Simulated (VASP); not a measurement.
Here is a VASP 6.6.1 calculation.

The input INCAR:

```
ALGO = Normal ; EDIFF = 1E-6
ENCUT = 520 ; ISIF = 2
ISMEAR = -1 ; LASPH = True
LCHARG = False ; LREAL = False
LWAVE = False ; NBANDS = 8
NELM = 60 ; PREC = Accurate
SIGMA = 0.05
```

File KPOINTS:

```
k-points
0
Gamma
  10 10 10
```

File POSCAR:

```
Sb
1.0
   -1.8959666167      1.8959666167      1.8959666167
    1.8959666167     -1.8959666167      1.8959666167
    1.8959666167      1.8959666167     -1.8959666167
Sb
1
Direct
    0.0000000000      0.0000000000      0.0000000000
```

Potentials or basis: VASP PAW LDA potentials, release 64 (Sb).

Run with:

```sh
$ cat potpaw_LDA.64/Sb/POTCAR > POTCAR
$ mpirun -np 1 vasp_std > vasp.out
```

Problem. What does it give for the pressure?

Solution. -3.5 GPa.
